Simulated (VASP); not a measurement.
Set up this calculation in VASP 6.6.1, as the native input.

```
Task                   : single point
Functional             : PBEsol
Potentials or basis    : VASP PAW PBE potentials, release 64 (Ba_sv, Te)
Cutoff                 : 520 eV
k mesh                 : 6 × 6 × 8
Occupations            : gaussian, width 0.05 eV
Spin                   : no spin polarisation
Dipole correction      : no
Further INCAR settings : ALGO = Normal; EDIFF = 1e-06; NBANDS = 24
```

The structure of BaTe lies in POSCAR:

```
BaTe
1.0
    5.9614826842      0.0000000000      0.0000000000
    0.0000000000      5.9614826842      0.0000000000
    0.0000000000      0.0000000000      4.2162803553
Ba Te
2 2
Direct
    0.5000000000      0.0000000000      0.5000000000
    0.0000000000      0.5000000000      0.5000000000
    0.0000000000      0.0000000000      0.0000000000
    0.5000000000      0.5000000000      0.0000000000
```

This cell differs from its parent crystal: volume scaled by 1.040.

One way to write it, as run:

INCAR

```
PREC = Accurate
ENCUT = 520
EDIFF = 1E-6
ISMEAR = 0
SIGMA = 0.05
LREAL = False
LASPH = True
NELM = 60
ALGO = Normal
ISIF = 2
LWAVE = False
LCHARG = False
GGA = PS
NBANDS = 24
```

KPOINTS

```
Automatic mesh
0
Gamma
  6 6 8
```

Potentials or basis: VASP PAW PBE potentials, release 64 (Ba_sv, Te).

Run with:

```console
$ cat potpaw_PBE.64/Ba_sv/POTCAR potpaw_PBE.64/Te/POTCAR > POTCAR
$ mpirun -np 1 vasp_std > vasp.out
```

Results of the run:

- Pressure: -0.8 GPa
- Band gap on the k mesh: 0.63 eV

Caveat: the PAW data sets were made with another functional, which shifts forces and pressure a little; spin-orbit coupling is left out, which moves the levels of the heavy elements.

Wall time 3.6 min on 1 thread of Oxide Virtual Turin-like Processor, with other jobs on the host, peak memory 0.32 GiB.
